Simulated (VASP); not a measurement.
Crystal: ZnCu.

```
Zn Cu
1.0
     2.94500    0.00000    0.00000
     0.00000    2.94500    0.00000
     0.00000    0.00000    2.94500
Zn Cu
1 1
Cartesian
  1.4725 1.4725 1.4725
  0.0000 0.0000 0.0000
```

Base run:

```yaml
Program: VASP 6.6.1
Functional: PBE
Potentials_or_basis: VASP PAW PBE potentials, release 64 (Zn, Cu)
Cutoff: 520 eV
k_mesh: 10 × 10 × 10
Occupations: fermi-dirac, width 0.05 eV
Spin: collinear spin
Starting_moments: "[0.0, 1.2] μB"
Fixed_moment: 1.2 μB
```

Its results: pressure 11.3 GPa; site moments Zn +0.31; Cu +0.51 μB.

The run is repeated on the same cell with these changes: fixed moment from 1.2 μB to 0.5 μB; moments at the start from [0.0, 1.2] to [0.0, 0.5]. What comes out?

Pressure 4.0 GPa; site moments Zn +0.13; Cu +0.20 μB.

Caveats: the cell stands under pressure; the total moment is fixed, so each spin has its own Fermi level and the state may be an excited one.
